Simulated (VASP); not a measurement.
# Y (R-3m) in VASP: notebook

Y is run at these levels: LDA; tasks: single point.

Everything below comes from runs of VASP 6.6.1. Logs are shortened: lines on timing, memory, paths and dates and some standing lists are left out, and cuts for length are marked.

## 1. The cell of the first run

Symmetry: R-3m, No. 166, trigonal system. The conventional cell has a = 3.549 Å, b = 3.549 Å, c = 8.436 Å, α = 90.00°, β = 90.00°, γ = 120.00°. Y (site symmetry -3m) has 12 Y at 3.48 to 3.55 Å within 4.6 Å.

## 2. Single point, LDA (equal xy, yz and zx shear strains of -2 %)

The input, INCAR:

```
ALGO = Normal
EDIFF = 1E-7
ENCUT = 520
ISIF = 2
ISMEAR = -1
LASPH = True
LCHARG = False
LREAL = False
LWAVE = False
NBANDS = 12
NELM = 100
PREC = Accurate
SIGMA = 0.05
```

The input, KPOINTS:

```
k-points
0
Gamma
  13 13 13
```

The input, POSCAR:

```
Y
1.0
   -0.0497000000      2.4601500000      2.4601500000
    2.4601500000     -0.0497000000      2.4601500000
    2.4601500000      2.4601500000     -0.0497000000
Y
1
Direct
    0.0000000000      0.0000000000      0.0000000000
```

Potentials or basis: VASP PAW LDA potentials, release 64 (Y_sv).

The run is started by

```sh
$ cat potpaw_LDA.64/Y_sv/POTCAR > POTCAR
$ mpirun -np 1 vasp_std > vasp.out
```

OUTCAR:

```text
EDIFF = 1E-7
   ENCUT = 520
   ISIF = 2
   ISMEAR = -1
   LASPH = True
   LREAL = False
   NELM = 100
   PREC = Accurate

 ion  position               nearest neighbor table
   1  0.000  0.000  0.000-

  LATTYP: Found a trigonal (rhomboedric) cell.
 ALAT       =     3.4795324593
 COS(alpha) =     0.4797000918

  Lattice vectors:

 A1 = (  -0.0497000000,   2.4601500000,   2.4601500000)
 A2 = (   2.4601500000,  -0.0497000000,   2.4601500000)
 A3 = (   2.4601500000,   2.4601500000,  -0.0497000000)

Analysis of symmetry for initial positions (statically):
=====================================================================
 Subroutine PRICEL returns:
 Original cell was already a primitive cell.

 Routine SETGRP: Setting up the symmetry group for a
 trigonal (rhombohedral) supercell.

 Subroutine GETGRP returns: Found 12 space group operations
 (whereof 12 operations were pure point group operations)
 out of a pool of 12 trial point group operations.

The static configuration has the point symmetry D_3d.

Analysis of symmetry for dynamics (positions and initial velocities):
=====================================================================
 Subroutine PRICEL returns:
 Original cell was already a primitive cell.

 Routine SETGRP: Setting up the symmetry group for a
 trigonal (rhombohedral) supercell.

 Subroutine GETGRP returns: Found 12 space group operations
 (whereof 12 operations were pure point group operations)
 out of a pool of 12 trial point group operations.

The dynamic configuration has the point symmetry D_3d.

 Subroutine INISYM returns: Found 12 space group operations
 (whereof 12 operations are pure point group operations),
 and found     1 'primitive' translations

----------------------------------------------------------------------------------------

                                     Primitive cell

  volume of cell :      30.6816

  direct lattice vectors                    reciprocal lattice vectors
    -0.049700000  2.460150000  2.460150000    -0.197182285  0.201247900  0.201247900
     2.460150000 -0.049700000  2.460150000     0.201247900 -0.197182285  0.201247900
     2.460150000  2.460150000 -0.049700000     0.201247900  0.201247900 -0.197182285

  length of vectors
     3.479532459  3.479532459  3.479532459     0.346240217  0.346240217  0.346240217

  position of ions in fractional coordinates (direct lattice)
     0.000000000  0.000000000  0.000000000

  ion indices of the primitive-cell ions
[... 75 lines left out ...]
   LREAL  =      F    real-space projection
   EDIFFG = 0.1E-05   stopping-criterion for IOM
   NSW    =      0    number of steps for IOM
   IBRION =     -1    ionic relax: 0-MD 1-quasi-New 2-CG
   NFREE  =      0    steps in history (QN), initial steepest desc. (CG)
   ISIF   =      2    stress and relaxation
   ISYM   =      2    0-nonsym 1-usesym 2-fastsym
   POTIM  = 0.5000    time-step for ionic-motion
   TEBEG  =    0.0;   TEEND  =   0.0 temperature during run
   PSTRESS=    0.0 pullay stress
   NELECT =      11.0000    total number of electrons
   NUPDOWN=      -1.0000    fix difference up-down
   EMIN   =  10.00;   EMAX   =-10.00  energy-range for DOS
   EFERMI =   0.00;   METHOD = LEGACY
   ISMEAR =    -1;   SIGMA  =   0.05  broadening in eV -4-tet -1-fermi 0-gaus
   EFERMI_NEDOS =   21; number of points for ismear=-14 and -15
   IALGO  =     38    algorithm
   IMIX   =      4    mixing-type and parameters
     AMIX     =   0.40;   BMIX     =  1.00
     AMIX_MAG =   1.60;   BMIX_MAG =  1.00
  volume/ion in A,a.u.               =      30.68       207.05
  Fermi-wavevector in a.u.,A,eV,Ry     =   1.163000  2.197751 18.402819  1.352569
  Thomas-Fermi vector in A             =   2.299555
   LORBIT       =      0    0 simple, 1 ext, 2 COOP (PROOUT), +10 PAW based schemes
   GGA     = CA    functional components
   LHFCALC =     F    Hartree Fock is set to
   AEXX    =    0.0000 exact exchange contribution
   IVDW    =     0    specifies the selected vdW correction
   LEPSILON=     F    determine dielectric tensor
   LRPA    =     F    only Hartree local field effects (RPA)
 non-spin polarized calculation
  energy-cutoff  :      520.00
  volume of cell :       30.68
 maximum number of plane-waves:       852
 NGX is ok and might be reduce to    28
   NGX = 13   NGY = 13   NGZ = 13

 number of electron      11.0000000 magnetization

 Free energy of the ion-electron system (eV)
  ---------------------------------------------------
  ext. energy  EPLUGINS =         0.00000000
  ---------------------------------------------------
  free energy    TOTEN  =        -6.93384768 eV

  energy without entropy =       -6.92205891  energy(sigma->0) =       -6.92795329

 E-fermi :   3.2114     XC(G=0):  -9.9069

 val. band max:        3.1964430100   @ k =  -0.3077   0.2308   0.1538
 cond. band min:       3.2298357528   @ k =  -0.2308   0.2308   0.1538
 fundamental gap:      0.0333927429
 Fermi energy:         3.2114476506

 k-point     1 :       0.0000    0.0000    0.0000
  band No.  band energies     occupation
      1     -39.0978      2.00000
      2     -18.8731      2.00000
      3     -18.8731      2.00000
      4     -18.8453      2.00000
      5      -1.6108      2.00000
      6       4.8763      0.00000
      7       4.8763      0.00000
      8       5.2494      0.00000
      9       7.1590      0.00000
     10       7.1590      0.00000
     11      12.4198      0.00000
     12      15.6499      0.00000
[... 331 lines left out ...]
 k-point    24 :       0.4615    0.1538    0.0000
  band No.  band energies     occupation
      1     -39.0108      2.00000
      2     -19.4801      2.00000
      3     -19.0291      2.00000
      4     -18.9791      2.00000
      5       1.4721      2.00000
      6       3.3444      0.13089
      7       4.3446      0.00000
      8       5.5516      0.00000
      9       8.3780      0.00000
     10       8.8280      0.00000
     11      11.5023      0.00000
     12      13.7567      0.00000

 [... further k-points ...]
[... 5 lines left out ...]
  --------------------------------------------------------------------------------------
  -------------------------------------------------------------------------------------
  Total       -0.3526214     -0.3526214     -0.3526214      0.1267708      0.1267708      0.1267708
  in kB      -18.4137062    -18.4137062    -18.4137062      6.6199044      6.6199044      6.6199044
  external PRESSURE =     -18.4137062 kB  Pullay stress =       0.0000000 kB

 VOLUME and BASIS-vectors are now :
 -----------------------------------------------------------------------------
  energy-cutoff  :      520.00
  volume of cell :       30.68
      direct lattice vectors                 reciprocal lattice vectors
    -0.049700000  2.460150000  2.460150000    -0.197182285  0.201247900  0.201247900
     2.460150000 -0.049700000  2.460150000     0.201247900 -0.197182285  0.201247900
     2.460150000  2.460150000 -0.049700000     0.201247900  0.201247900 -0.197182285

 POSITION                                       TOTAL-FORCE (eV/Angst)
 -----------------------------------------------------------------------------------
      0.00000      0.00000      0.00000         0.000000      0.000000      0.000000
 -----------------------------------------------------------------------------------
    total drift:                               -0.000000     -0.000000     -0.000000

  FREE ENERGIE OF THE ION-ELECTRON SYSTEM (eV)
  ---------------------------------------------------
  free  energy   TOTEN  =        -6.9338476779 eV

  energy  without entropy=       -6.9220589055  energy(sigma->0) =       -6.92795329
```

OSZICAR:

```text
N       E                     dE             d eps       ncg     rms          rms(c)
DAV:   1     0.250263867250E+02    0.25026E+02   -0.56008E+03  5584   0.836E+02
DAV:   2    -0.572424567049E+01   -0.30751E+02   -0.29871E+02  6680   0.166E+02
DAV:   3    -0.708774565945E+01   -0.13635E+01   -0.13397E+01  7908   0.225E+01
DAV:   4    -0.712002655817E+01   -0.32281E-01   -0.32256E-01  6208   0.334E+00
DAV:   5    -0.712067489827E+01   -0.64834E-03   -0.64828E-03  7228   0.367E-01    0.229E+01
DAV:   6    -0.696521175135E+01    0.15546E+00   -0.18684E-01  6056   0.279E+00    0.140E+01
DAV:   7    -0.693784072254E+01    0.27371E-01   -0.25034E-01  6764   0.319E+00    0.111E+00
DAV:   8    -0.693388812747E+01    0.39526E-02   -0.28716E-02  6332   0.133E+00    0.162E-01
DAV:   9    -0.693385277593E+01    0.35352E-04   -0.83539E-04  6848   0.231E-01    0.548E-02
DAV:  10    -0.693384760685E+01    0.51691E-05   -0.47801E-05  6360   0.589E-02    0.177E-02
DAV:  11    -0.693384766360E+01   -0.56747E-07   -0.64799E-06  6480   0.225E-02    0.127E-02
DAV:  12    -0.693384767791E+01   -0.14310E-07   -0.77942E-07  6236   0.801E-03
   1 F= -.69338477E+01 E0= -.69279533E+01  d E =-.117888E-01
```

stdout:

```text
POSCAR found type information on POSCAR Y
 POSCAR found :  1 types and       1 ions
 scaLAPACK will be used
 LDA part: xc-table for (Slater(with rela. corr.)+CA(PZ))
 , standard interpolation
 POSCAR, INCAR and KPOINTS ok, starting setup
 FFT: planning ... GRIDC
 FFT: planning ... GRID_SOFT
 FFT: planning ... GRID
 WAVECAR not read
 entering main loop
```

It took 32 s on 1 thread of Intel Xeon 6975P-C (Granite Rapids), shared host; peak memory 0.23 GiB.

Results:

```yaml
Free_energy: -6.9338 eV
Pressure: -1.8 GPa
Band_gap_on_the_k_mesh: zero (an odd number of electrons rules out a gap without spin polarisation)
```

Caveat: the cell differs from its parent crystal (equal xy, yz and zx shear strains of -2 %).

## 3. Single point, LDA (equal xy, yz and zx shear strains of -1 %)

The input, INCAR:

```
SYSTEM = Y
  PREC = Accurate
  ENCUT = 520
  EDIFF = 1E-7
  ISMEAR = -1
  SIGMA = 0.05
  LREAL = .False.
  LASPH = .True.
  NELM = 60
  ALGO = Normal
  ISIF = 2
  LWAVE = .False.
  LCHARG = .False.
  GGA = CA
  NBANDS = 12
```

The input, KPOINTS:

```
regular mesh
0
Gamma
  13 13 13
  0 0 0
```

The input, POSCAR:

```
Y
1.0
   -0.0248500000      2.4725750000      2.4725750000
    2.4725750000     -0.0248500000      2.4725750000
    2.4725750000      2.4725750000     -0.0248500000
Y
1
Direct
    0.0000000000      0.0000000000      0.0000000000
```

Potentials or basis: VASP PAW LDA potentials, release 64 (Y_sv).

The run is started by

```sh
$ cat potpaw_LDA.64/Y_sv/POTCAR > POTCAR
$ mpirun -np 1 vasp_std > vasp.out
```

OUTCAR:

```text
SYSTEM = Y
   PREC = Accurate
   ENCUT = 520
   EDIFF = 1E-7
   ISMEAR = -1
   LREAL = .False.
   LASPH = .True.
   NELM = 60
   ISIF = 2
   GGA = CA

 ion  position               nearest neighbor table
   1  0.000  0.000  0.000-

  LATTYP: Found a trigonal (rhomboedric) cell.
 ALAT       =     3.4968373974
 COS(alpha) =     0.4899250057

  Lattice vectors:

 A1 = (  -0.0248500000,   2.4725750000,   2.4725750000)
 A2 = (   2.4725750000,  -0.0248500000,   2.4725750000)
 A3 = (   2.4725750000,   2.4725750000,  -0.0248500000)

Analysis of symmetry for initial positions (statically):
=====================================================================
 Subroutine PRICEL returns:
 Original cell was already a primitive cell.

 Routine SETGRP: Setting up the symmetry group for a
 trigonal (rhombohedral) supercell.

 Subroutine GETGRP returns: Found 12 space group operations
 (whereof 12 operations were pure point group operations)
 out of a pool of 12 trial point group operations.

The static configuration has the point symmetry D_3d.

Analysis of symmetry for dynamics (positions and initial velocities):
=====================================================================
 Subroutine PRICEL returns:
 Original cell was already a primitive cell.

 Routine SETGRP: Setting up the symmetry group for a
 trigonal (rhombohedral) supercell.

 Subroutine GETGRP returns: Found 12 space group operations
 (whereof 12 operations were pure point group operations)
 out of a pool of 12 trial point group operations.

The dynamic configuration has the point symmetry D_3d.

 Subroutine INISYM returns: Found 12 space group operations
 (whereof 12 operations are pure point group operations),
 and found     1 'primitive' translations

----------------------------------------------------------------------------------------

                                     Primitive cell

  volume of cell :      30.6886

  direct lattice vectors                    reciprocal lattice vectors
    -0.024850000  2.472575000  2.472575000    -0.199195070  0.201217355  0.201217355
     2.472575000 -0.024850000  2.472575000     0.201217355 -0.199195070  0.201217355
     2.472575000  2.472575000 -0.024850000     0.201217355  0.201217355 -0.199195070

  length of vectors
     3.496837397  3.496837397  3.496837397     0.347355040  0.347355040  0.347355040

  position of ions in fractional coordinates (direct lattice)
     0.000000000  0.000000000  0.000000000

  ion indices of the primitive-cell ions
   primitive index   ion index
                 1           1

----------------------------------------------------------------------------------------

 KPOINTS: regular mesh

Automatic generation of k-mesh.
 Grid dimensions read from file:
 generate k-points for:   13   13   13

 Generating k-lattice:

  Cartesian coordinates                     Fractional coordinates (reciprocal lattice)
    -0.015322698  0.015478258  0.015478258     0.076923077  0.000000000  0.000000000
     0.015478258 -0.015322698  0.015478258     0.000000000  0.076923077  0.000000000
     0.015478258  0.015478258 -0.015322698     0.000000000  0.000000000  0.076923077

  Length of vectors
     0.026719618  0.026719618  0.026719618

  Shift w.r.t. Gamma in fractional coordinates (k-lattice)
     0.000000000  0.000000000  0.000000000

 Subroutine IBZKPT returns following result:
 ===========================================

 Found    231 irreducible k-points:

 Following reciprocal coordinates:
            Coordinates               Weight
  0.000000  0.000000  0.000000      1.000000
  0.076923  0.000000  0.000000      6.000000
  0.153846  0.000000 -0.000000      6.000000
  0.230769  0.000000  0.000000      6.000000
  0.307692  0.000000 -0.000000      6.000000
  0.384615  0.000000  0.000000      6.000000
[... 16 lines left out ...]
  0.384615  0.153846 -0.000000     12.000000
  0.461538  0.153846  0.000000     12.000000
 [... further k-points ...]
   k-points           NKPTS =    231   k-points in BZ     NKDIM =    231   number of bands    NBANDS=     12
   number of dos      NEDOS =    301   number of ions     NIONS =      1
   total plane-waves  NPLWV =  21952
   dimension x,y,z NGX =    28 NGY =   28 NGZ =   28
   dimension x,y,z NGXF=    56 NGYF=   56 NGZF=   56
   ions per type =               1
   NGX,Y,Z   is equivalent  to a cutoff of  13.31, 13.31, 13.31 a.u.
   NGXF,Y,Z  is equivalent  to a cutoff of  26.62, 26.62, 26.62 a.u.
 SYSTEM =  Y
   PREC   = accura    normal or accurate (medium, high low for compatibility)
   ISTART =      0    job   : 0-new  1-cont  2-samecut
   ICHARG =      2    charge: 1-file 2-atom 10-const
   ISPIN  =      1    spin polarized calculation?
   LNONCOLLINEAR =      F non collinear calculations
   LSORBIT =      F    spin-orbit coupling
   LASPH  =      T    aspherical Exc in radial PAW
   ENCUT  =  520.0 eV  38.22 Ry    6.18 a.u.   6.50  6.50  6.50*2*pi/ulx,y,z
   NELM   =     60;   NELMIN=  2; NELMDL= -5     # of ELM steps
   EDIFF  = 0.1E-06   stopping-criterion for ELM
   LREAL  =      F    real-space projection
   EDIFFG = 0.1E-05   stopping-criterion for IOM
   NSW    =      0    number of steps for IOM
   IBRION =     -1    ionic relax: 0-MD 1-quasi-New 2-CG
   NFREE  =      0    steps in history (QN), initial steepest desc. (CG)
   ISIF   =      2    stress and relaxation
   ISYM   =      2    0-nonsym 1-usesym 2-fastsym
   POTIM  = 0.5000    time-step for ionic-motion
   TEBEG  =    0.0;   TEEND  =   0.0 temperature during run
   PSTRESS=    0.0 pullay stress
   NELECT =      11.0000    total number of electrons
   NUPDOWN=      -1.0000    fix difference up-down
   EMIN   =  10.00;   EMAX   =-10.00  energy-range for DOS
   EFERMI =   0.00;   METHOD = LEGACY
   ISMEAR =    -1;   SIGMA  =   0.05  broadening in eV -4-tet -1-fermi 0-gaus
   EFERMI_NEDOS =   21; number of points for ismear=-14 and -15
   IALGO  =     38    algorithm
   IMIX   =      4    mixing-type and parameters
     AMIX     =   0.40;   BMIX     =  1.00
     AMIX_MAG =   1.60;   BMIX_MAG =  1.00
  volume/ion in A,a.u.               =      30.69       207.10
  Fermi-wavevector in a.u.,A,eV,Ry     =   1.162912  2.197585 18.400037  1.352365
  Thomas-Fermi vector in A             =   2.299468
   LORBIT       =      0    0 simple, 1 ext, 2 COOP (PROOUT), +10 PAW based schemes
   GGA     = CA    functional components
   LHFCALC =     F    Hartree Fock is set to
   AEXX    =    0.0000 exact exchange contribution
   IVDW    =     0    specifies the selected vdW correction
   LEPSILON=     F    determine dielectric tensor
   LRPA    =     F    only Hartree local field effects (RPA)
 non-spin polarized calculation
  energy-cutoff  :      520.00
  volume of cell :       30.69
 maximum number of plane-waves:       869
 NGX is ok and might be reduce to    28
   NGX = 13   NGY = 13   NGZ = 13

 number of electron      11.0000000 magnetization

 Free energy of the ion-electron system (eV)
  ---------------------------------------------------
  ext. energy  EPLUGINS =         0.00000000
  ---------------------------------------------------
  free energy    TOTEN  =        -6.93663568 eV

  energy without entropy =       -6.92479019  energy(sigma->0) =       -6.93071294

 E-fermi :   3.2102     XC(G=0):  -9.9063

 val. band max:        3.2095096686   @ k =  -0.3846   0.4615   0.3846
 cond. band min:       3.2182986929   @ k =  -0.2308   0.2308   0.1538
 fundamental gap:      0.0087890243
 Fermi energy:         3.2102265372

 k-point     1 :       0.0000    0.0000    0.0000
  band No.  band energies     occupation
      1     -39.0979      2.00000
      2     -18.8696      2.00000
      3     -18.8696      2.00000
      4     -18.8554      2.00000
      5      -1.6123      2.00000
      6       4.9421      0.00000
      7       4.9421      0.00000
      8       5.1253      0.00000
      9       7.1495      0.00000
     10       7.1495      0.00000
     11      12.4207      0.00000
     12      15.7332      0.00000
[... 331 lines left out ...]
 k-point    24 :       0.4615    0.1538    0.0000
  band No.  band energies     occupation
      1     -39.0102      2.00000
      2     -19.4791      2.00000
      3     -19.0322      2.00000
      4     -18.9865      2.00000
      5       1.4784      2.00000
      6       3.3683      0.08135
      7       4.3671      0.00000
      8       5.4862      0.00000
      9       8.4210      0.00000
     10       8.8123      0.00000
     11      11.5081      0.00000
     12      13.7572      0.00000

 [... further k-points ...]
[... 5 lines left out ...]
  --------------------------------------------------------------------------------------
  -------------------------------------------------------------------------------------
  Total       -0.3571880     -0.3571880     -0.3571880      0.0635466      0.0635466      0.0635466
  in kB      -18.6479440    -18.6479440    -18.6479440      3.3176179      3.3176179      3.3176179
  external PRESSURE =     -18.6479440 kB  Pullay stress =       0.0000000 kB

 VOLUME and BASIS-vectors are now :
 -----------------------------------------------------------------------------
  energy-cutoff  :      520.00
  volume of cell :       30.69
      direct lattice vectors                 reciprocal lattice vectors
    -0.024850000  2.472575000  2.472575000    -0.199195070  0.201217355  0.201217355
     2.472575000 -0.024850000  2.472575000     0.201217355 -0.199195070  0.201217355
     2.472575000  2.472575000 -0.024850000     0.201217355  0.201217355 -0.199195070

 POSITION                                       TOTAL-FORCE (eV/Angst)
 -----------------------------------------------------------------------------------
      0.00000      0.00000      0.00000        -0.000000     -0.000000      0.000000
 -----------------------------------------------------------------------------------
    total drift:                               -0.000000     -0.000000     -0.000000

  FREE ENERGIE OF THE ION-ELECTRON SYSTEM (eV)
  ---------------------------------------------------
  free  energy   TOTEN  =        -6.9366356849 eV

  energy  without entropy=       -6.9247901946  energy(sigma->0) =       -6.93071294
```

Wall time 33 s (1 thread of Intel Xeon 6975P-C (Granite Rapids), shared host); peak memory 0.23 GiB.

What came out:

| Quantity | Value |
| --- | --- |
| Free energy | -6.9366 eV |
| Pressure | -1.9 GPa |
| Band gap on the k mesh | zero (an odd number of electrons rules out a gap without spin polarisation) |

Caveat: the cell differs from its parent crystal (equal xy, yz and zx shear strains of -1 %).
